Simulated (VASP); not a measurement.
Here is a VASP 6.6.1 calculation.

INCAR

```
ALGO = Normal
EDIFF = 1E-7
EDIFFG = -0.01
ENCUT = 600
GGA = PE
IBRION = 2
ISIF = 3
ISMEAR = 0
LASPH = True
LCHARG = False
LREAL = False
LWAVE = False
NELM = 60
NSW = 100
PREC = Accurate
SIGMA = 0.1
```

Contents of KPOINTS:

```
k-points
0
Gamma
  6 6 10
```

POSCAR

```
SnTe3
1.0
    6.1836134147      0.0000000000      0.0000000000
    0.0000000000      6.1836134147      0.0000000000
    0.0000000000      0.0000000000      3.3800210780
Sn Te
1 3
Direct
    0.0000000000      0.0000000000      0.3322829960
    0.5000000000      0.0000000000      0.5571817101
    0.0000000000      0.5000000000      0.5571817101
    0.5000000000      0.5000000000      0.5719384237
```

Potentials or basis: VASP PAW PBE potentials, release 64 (Sn_d, Te).

Run with:

```sh
$ cat potpaw_PBE.64/Sn_d/POTCAR potpaw_PBE.64/Te/POTCAR > POTCAR
$ mpirun -np 1 vasp_std > vasp.out
```

**Question.** Predict the space group after relaxing (to 0.1 Å).

**Answer.** P4/mmm (No. 123).

**Question.** What does it give for the band gap on the k mesh?

**Answer.** Zero (bands 16 and 17 overlap by 3.49 eV).

Forces in eV/Å, atoms in the order of the input:
```
Sn   0.000  0.000  0.002
Te   0.000  0.000  0.000
Te   0.000  0.000  0.000
Te   0.000  0.000 -0.002
```

Caveat: the highest band is partly filled, so the run has too few bands; spin-orbit coupling is left out, which moves the levels of the heavy elements.
